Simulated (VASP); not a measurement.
# Ta (P6/mmm) in VASP: notebook

Ta is run at these levels: PBE; tasks: single point.

Program: VASP 6.6.1. These are calculated values, not measurements. Logs are shortened: lines on timing, memory, paths and dates and some standing lists are left out, and cuts for length are marked.

## 1. The cell of the first run

It takes space group P6/mmm (No. 191, hexagonal). Conventional cell: a = 4.255 Å, b = 4.255 Å, c = 2.426 Å, α = 90.00°, β = 90.00°, γ = 120.00°. Ta (site symmetry 6/mmm) has 14 Ta at 2.43 to 2.74 Å within 3.2 Å. Within 3.2 Å of Ta (site symmetry -6m2) lie 11 Ta at 2.43 to 2.74 Å.

This isn't the form of Ta at room conditions, which is bcc.

## 2. Single point, PBE (12.68 Å³/atom)

INCAR reads:

```
SYSTEM = Ta
  PREC = Accurate
  ENCUT = 520
  EDIFF = 1E-6
  ISMEAR = -1
  SIGMA = 0.05
  LREAL = .FALSE.
  LASPH = .TRUE.
  NELM = 100
  ALGO = Normal
  ISIF = 2
  LWAVE = .FALSE.
  LCHARG = .TRUE.
  GGA = PE
  LELF = .TRUE.
  LVHAR = .TRUE.
  NBANDS = 24
```

KPOINTS reads:

```
Automatic mesh
0
G
  9 9 12
  0 0 0
```

POSCAR reads:

```
Ta
1.0
    4.2545524030      0.0000000000      0.0000000000
   -2.1272762015      3.6845504627      0.0000000000
    0.0000000000      0.0000000000      2.4260824066
Ta
3
Direct
    0.0000000000      0.0000000000      0.0000000000
    0.3333333333      0.6666666667      0.5000000000
    0.6666666667      0.3333333333      0.5000000000
```

Potentials or basis: VASP PAW PBE potentials, release 64 (Ta_pv).

Launch:

```sh
cat potpaw_PBE.64/Ta_pv/POTCAR > POTCAR
mpirun -np 1 vasp_std > vasp.out
```

OUTCAR:

```text
SYSTEM = Ta
   PREC = Accurate
   ENCUT = 520
   EDIFF = 1E-6
   ISMEAR = -1
   LREAL = .FALSE.
   LASPH = .TRUE.
   NELM = 100
   ISIF = 2
   GGA = PE

 ion  position               nearest neighbor table
   1  0.000  0.000  0.000-   2 2.74   3 2.74   2 2.74   3 2.74   2 2.74   2 2.74   3 2.74   3 2.74
                             3 2.74   3 2.74   2 2.74   2 2.74
   2  0.333  0.667  0.500-   3 2.46   3 2.46   3 2.46   1 2.74   1 2.74   1 2.74   1 2.74   1 2.74
                             1 2.74   3 3.45   3 3.45   3 3.45   3 3.45   3 3.45   3 3.45
   3  0.667  0.333  0.500-   2 2.46   2 2.46   2 2.46   1 2.74   1 2.74   1 2.74   1 2.74   1 2.74
                             1 2.74   2 3.45   2 3.45   2 3.45   2 3.45   2 3.45   2 3.45

  LATTYP: Found a hexagonal cell.
 ALAT       =     4.2545524030
 C/A-ratio  =     0.5702321130

  Lattice vectors:

 A1 = (   4.2545524030,   0.0000000000,   0.0000000000)
 A2 = (  -2.1272762015,   3.6845504627,   0.0000000000)
 A3 = (   0.0000000000,   0.0000000000,   2.4260824066)

Analysis of symmetry for initial positions (statically):
=====================================================================
 Subroutine PRICEL returns:
 Original cell was already a primitive cell.

 Routine SETGRP: Setting up the symmetry group for a
 hexagonal supercell.

 Subroutine GETGRP returns: Found 24 space group operations
 (whereof 24 operations were pure point group operations)
 out of a pool of 24 trial point group operations.

The static configuration has the point symmetry D_6h.

Analysis of symmetry for dynamics (positions and initial velocities):
=====================================================================
 Subroutine PRICEL returns:
 Original cell was already a primitive cell.

 Routine SETGRP: Setting up the symmetry group for a
 hexagonal supercell.

 Subroutine GETGRP returns: Found 24 space group operations
 (whereof 24 operations were pure point group operations)
 out of a pool of 24 trial point group operations.

The dynamic configuration has the point symmetry D_6h.

 Subroutine INISYM returns: Found 24 space group operations
 (whereof 24 operations are pure point group operations),
 and found     1 'primitive' translations

----------------------------------------------------------------------------------------

                                     Primitive cell

  volume of cell :      38.0315

  direct lattice vectors                    reciprocal lattice vectors
     4.254552403  0.000000000  0.000000000     0.235042351  0.135701765  0.000000000
    -2.127276201  3.684550463  0.000000000     0.000000000  0.271403529  0.000000000
     0.000000000  0.000000000  2.426082407     0.000000000  0.000000000  0.412187153

  length of vectors
     4.254552403  4.254552403  2.426082407     0.271403529  0.271403529  0.412187153

  position of ions in fractional coordinates (direct lattice)
     0.000000000  0.000000000  0.000000000
     0.333333333  0.666666667  0.500000000
     0.666666667  0.333333333  0.500000000

  ion indices of the primitive-cell ions
   primitive index   ion index
                 1           1
                 2           2
                 3           3

----------------------------------------------------------------------------------------

 KPOINTS: Automatic mesh

Automatic generation of k-mesh.
 Grid dimensions read from file:
 generate k-points for:    9    9   12

 Generating k-lattice:

  Cartesian coordinates                     Fractional coordinates (reciprocal lattice)
     0.026115817  0.015077974  0.000000000     0.111111111  0.000000000  0.000000000
     0.000000000  0.030155948  0.000000000     0.000000000  0.111111111  0.000000000
     0.000000000  0.000000000  0.034348929     0.000000000  0.000000000  0.083333333

  Length of vectors
     0.030155948  0.030155948  0.034348929

  Shift w.r.t. Gamma in fractional coordinates (k-lattice)
     0.000000000  0.000000000  0.000000000

 Subroutine IBZKPT returns following result:
 ===========================================

 Found     84 irreducible k-points:

 Following reciprocal coordinates:
            Coordinates               Weight
  0.000000  0.000000  0.000000      1.000000
  0.111111 -0.000000  0.000000      6.000000
  0.222222 -0.000000  0.000000      6.000000
  0.333333 -0.000000  0.000000      6.000000
  0.444444 -0.000000  0.000000      6.000000
  0.111111  0.111111  0.000000      6.000000
[... 16 lines left out ...]
  0.333333  0.222222  0.083333     24.000000
  0.333333  0.333333  0.083333      4.000000
 [... further k-points ...]
   k-points           NKPTS =     84   k-points in BZ     NKDIM =     84   number of bands    NBANDS=     24
   number of dos      NEDOS =    301   number of ions     NIONS =      3
   total plane-waves  NPLWV =  18432
   dimension x,y,z NGX =    32 NGY =   32 NGZ =   18
   dimension x,y,z NGXF=    64 NGYF=   64 NGZF=   36
   ions per type =               3
   NGX,Y,Z   is equivalent  to a cutoff of  12.50, 12.50, 12.33 a.u.
   NGXF,Y,Z  is equivalent  to a cutoff of  25.01, 25.01, 24.67 a.u.
 SYSTEM =  Ta
   PREC   = accura    normal or accurate (medium, high low for compatibility)
   ISTART =      0    job   : 0-new  1-cont  2-samecut
   ICHARG =      2    charge: 1-file 2-atom 10-const
   ISPIN  =      1    spin polarized calculation?
   LNONCOLLINEAR =      F non collinear calculations
   LSORBIT =      F    spin-orbit coupling
   LASPH  =      T    aspherical Exc in radial PAW
   ENCUT  =  520.0 eV  38.22 Ry    6.18 a.u.   7.91  7.91  4.51*2*pi/ulx,y,z
   NELM   =    100;   NELMIN=  2; NELMDL= -5     # of ELM steps
   EDIFF  = 0.1E-05   stopping-criterion for ELM
   LREAL  =      F    real-space projection
   EDIFFG = 0.1E-04   stopping-criterion for IOM
   NSW    =      0    number of steps for IOM
   IBRION =     -1    ionic relax: 0-MD 1-quasi-New 2-CG
   NFREE  =      0    steps in history (QN), initial steepest desc. (CG)
   ISIF   =      2    stress and relaxation
   ISYM   =      2    0-nonsym 1-usesym 2-fastsym
   POTIM  = 0.5000    time-step for ionic-motion
   TEBEG  =    0.0;   TEEND  =   0.0 temperature during run
   PSTRESS=    0.0 pullay stress
   NELECT =      33.0000    total number of electrons
   NUPDOWN=      -1.0000    fix difference up-down
   EMIN   =  10.00;   EMAX   =-10.00  energy-range for DOS
   EFERMI =   0.00;   METHOD = LEGACY
   ISMEAR =    -1;   SIGMA  =   0.05  broadening in eV -4-tet -1-fermi 0-gaus
   EFERMI_NEDOS =   21; number of points for ismear=-14 and -15
   IALGO  =     38    algorithm
   IMIX   =      4    mixing-type and parameters
     AMIX     =   0.40;   BMIX     =  1.00
     AMIX_MAG =   1.60;   BMIX_MAG =  1.00
  volume/ion in A,a.u.               =      12.68        85.55
  Fermi-wavevector in a.u.,A,eV,Ry     =   1.561462  2.950736 33.173242  2.438164
  Thomas-Fermi vector in A             =   2.664524
   LORBIT       =      0    0 simple, 1 ext, 2 COOP (PROOUT), +10 PAW based schemes
   GGA     = PE    functional components
   LHFCALC =     F    Hartree Fock is set to
   AEXX    =    0.0000 exact exchange contribution
   IVDW    =     0    specifies the selected vdW correction
   LEPSILON=     F    determine dielectric tensor
   LRPA    =     F    only Hartree local field effects (RPA)
 non-spin polarized calculation
  energy-cutoff  :      520.00
  volume of cell :       38.03
 maximum number of plane-waves:      1056
 NGX is ok and might be reduce to    32
   NGX = 15   NGY = 15   NGZ =  9

 number of electron      33.0000003 magnetization

 Free energy of the ion-electron system (eV)
  ---------------------------------------------------
  ext. energy  EPLUGINS =         0.00000000
  ---------------------------------------------------
  free energy    TOTEN  =       -28.66661028 eV

  energy without entropy =      -28.65230849  energy(sigma->0) =      -28.65945938

 E-fermi :   9.1669     XC(G=0): -14.5217

 val. band max:        9.1650879305   @ k =   0.4444  -0.0000   0.1667
 cond. band min:       9.1771934766   @ k =   0.3333   0.3333   0.0000
 fundamental gap:      0.0121055461
 Fermi energy:         9.1669236714

 k-point     1 :       0.0000    0.0000    0.0000
  band No.  band energies     occupation
      1     -25.7781      2.00000
      2     -25.7781      2.00000
      3     -25.0469      2.00000
      4     -25.0469      2.00000
      5     -23.2792      2.00000
      6     -23.0753      2.00000
[... 16 lines left out ...]
     23      13.3143      0.00000
     24      19.2163      0.00000

 k-point     2 :       0.1111   -0.0000    0.0000
  band No.  band energies     occupation
      1     -25.9111      2.00000
      2     -25.8465      2.00000
      3     -24.8752      2.00000
      4     -24.8409      2.00000
      5     -23.2575      2.00000
      6     -23.2292      2.00000
[... 16 lines left out ...]
     23      14.2043      0.00000
     24      18.5580      0.00000

 k-point     3 :       0.2222   -0.0000    0.0000
  band No.  band energies     occupation
      1     -26.1331      2.00000
      2     -25.8733      2.00000
      3     -24.5409      2.00000
      4     -24.4335      2.00000
      5     -23.6434      2.00000
      6     -23.1956      2.00000
[... 16 lines left out ...]
     23      15.3805      0.00000
     24      17.1293      0.00000

 k-point     4 :       0.3333   -0.0000    0.0000
  band No.  band energies     occupation
      1     -26.3108      2.00000
      2     -25.7314      2.00000
      3     -24.2010      2.00000
      4     -24.1883      2.00000
      5     -24.0433      2.00000
      6     -23.3340      2.00000
[... 16 lines left out ...]
     23      16.0323      0.00000
     24      16.5430      0.00000

 k-point     5 :       0.4444   -0.0000    0.0000
  band No.  band energies     occupation
      1     -26.4058      2.00000
      2     -25.4424      2.00000
      3     -24.7330      2.00000
      4     -23.8826      2.00000
      5     -23.8100      2.00000
      6     -23.5248      2.00000
[... 16 lines left out ...]
     23      16.0619      0.00000
     24      16.9582      0.00000

 k-point     6 :       0.1111    0.1111    0.0000
  band No.  band energies     occupation
      1     -26.0377      2.00000
      2     -25.9238      2.00000
      3     -24.6037      2.00000
      4     -24.5741      2.00000
      5     -23.5177      2.00000
      6     -23.2157      2.00000
[... 16 lines left out ...]
     23      14.9444      0.00000
     24      17.5275      0.00000
[... 379 lines left out ...]
 k-point    21 :       0.4444    0.1111    0.0833
  band No.  band energies     occupation
      1     -26.2976      2.00000
      2     -25.3945      2.00000
      3     -24.9251      2.00000
      4     -23.7822      2.00000
      5     -23.7713      2.00000
      6     -23.5184      2.00000
[... 16 lines left out ...]
     23      14.9927      0.00000
     24      16.7987      0.00000

 k-point    22 :       0.2222    0.2222    0.0833
  band No.  band energies     occupation
      1     -26.1260      2.00000
      2     -25.8097      2.00000
      3     -24.5263      2.00000
      4     -23.9600      2.00000
      5     -23.9285      2.00000
      6     -23.3419      2.00000
[... 16 lines left out ...]
     23      16.3768      0.00000
     24      16.6265      0.00000

 k-point    23 :       0.3333    0.2222    0.0833
  band No.  band energies     occupation
      1     -26.1286      2.00000
      2     -25.5856      2.00000
      3     -25.0231      2.00000
      4     -23.7766      2.00000
      5     -23.7345      2.00000
      6     -23.4337      2.00000
[... 16 lines left out ...]
     23      15.9406      0.00000
     24      16.9607      0.00000

 k-point    24 :       0.3333    0.3333    0.0833
  band No.  band energies     occupation
      1     -26.0295      2.00000
      2     -25.4105      2.00000
      3     -25.4105      2.00000
      4     -23.6966      2.00000
      5     -23.6966      2.00000
      6     -23.4313      2.00000
[... 16 lines left out ...]
     23      15.2347      0.00000
     24      16.3156      0.00000

 [... further k-points ...]

------------------------ aborting loop because EDIFF is reached ----------------------------------------

  FORCE on cell =-STRESS in cart. coord.  units (eV):
  Direction    XX          YY          ZZ          XY          YZ          ZX
  --------------------------------------------------------------------------------------
  -------------------------------------------------------------------------------------
  Total       35.5567092     35.5567092     35.6381546      0.0000000     -0.0000000      0.0000000
  in kB     1497.9185811   1497.9185810   1501.3496767      0.0000000     -0.0000000      0.0000000
  external PRESSURE =    1499.0622796 kB  Pullay stress =       0.0000000 kB

 VOLUME and BASIS-vectors are now :
 -----------------------------------------------------------------------------
  energy-cutoff  :      520.00
  volume of cell :       38.03
      direct lattice vectors                 reciprocal lattice vectors
     4.254552403  0.000000000  0.000000000     0.235042351  0.135701765  0.000000000
    -2.127276201  3.684550463  0.000000000     0.000000000  0.271403529  0.000000000
     0.000000000  0.000000000  2.426082407     0.000000000  0.000000000  0.412187153

 POSITION                                       TOTAL-FORCE (eV/Angst)
 -----------------------------------------------------------------------------------
      0.00000      0.00000      0.00000         0.000000      0.000000      0.000000
     -0.00000      2.45637      1.21304        -0.000000      0.000000     -0.000000
      2.12728      1.22818      1.21304         0.000000      0.000000      0.000000
 -----------------------------------------------------------------------------------
    total drift:                               -0.000000      0.000000      0.000000

  FREE ENERGIE OF THE ION-ELECTRON SYSTEM (eV)
  ---------------------------------------------------
  free  energy   TOTEN  =       -28.6666102809 eV

  energy  without entropy=      -28.6523084878  energy(sigma->0) =      -28.65945938
```

Run time: 54 s. Hardware: 1 thread of Intel Xeon 8259CL, shared host; peak memory 0.19 GiB.

Results:

```yaml
Free_energy: -28.6666 eV
Pressure: 149.9 GPa
Band_gap_on_the_k_mesh: zero (an odd number of electrons rules out a gap without spin polarisation)
```

Caveat: the cell stands under pressure; spin-orbit coupling is left out, which moves the levels of the heavy elements.

(Part 1 of 2 ends here.)
